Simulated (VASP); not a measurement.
Here is a VASP 6.6.1 calculation.

File INCAR:

```
ALGO = Normal
EDIFF = 1E-6
EDIFFG = -0.04
ENCUT = 600
GGA = PE
IBRION = 2
ISIF = 3
ISMEAR = 0
LASPH = T
LCHARG = F
LREAL = F
LWAVE = F
NELM = 60
NSW = 90
PREC = Accurate
SIGMA = 0.1
```

Contents of KPOINTS:

```
k-points
0
Gamma
  6 6 4
```

Contents of POSCAR:

```
Ca2BPb
1.0
    4.1081517300      0.0000000000      0.0000000000
   -2.0540758700      3.5577637600      0.0000000000
    0.0000000000      0.0000000000      5.4231558800
Ca B Pb
2 1 1
Direct
    0.3333333300      0.6666666700      0.7488930500
    0.3333333300      0.6666666700      0.2511069500
    0.6666666700      0.3333333300      0.0000000000
    0.0000000000      0.0000000000      0.0000000000
```

Potentials or basis: VASP PAW PBE potentials, release 64 (Ca_sv, B, Pb_d).

Command:

```bash
$ cat potpaw_PBE.64/Ca_sv/POTCAR potpaw_PBE.64/B/POTCAR potpaw_PBE.64/Pb_d/POTCAR > POTCAR
$ mpirun -np 1 vasp_std > vasp.out
```

Q: What does it give for the band gap on the k mesh?

A: Zero (an odd number of electrons rules out a gap without spin polarisation).

Q: What does it give for the relaxed cell?

A: a = 4.021 Å, b = 4.021 Å, c = 8.181 Å, α = 90.00°, β = 90.00°, γ = 120.00°.

Final structure:
```xyz
4
Lattice="4.0207 0.0000 0.0000 -2.0103 3.4820 0.0000 0.0000 0.0000 8.1806" Properties=species:S:1:pos:R:3 pbc="T T T"
Ca    0.0000    2.3213    5.8761
Ca    0.0000    2.3213    2.3046
B     2.0103    1.1607    8.1806
Pb    4.0207    0.0000    8.1806
```

Caveat: spin-orbit coupling is left out, which moves the levels of the heavy elements.
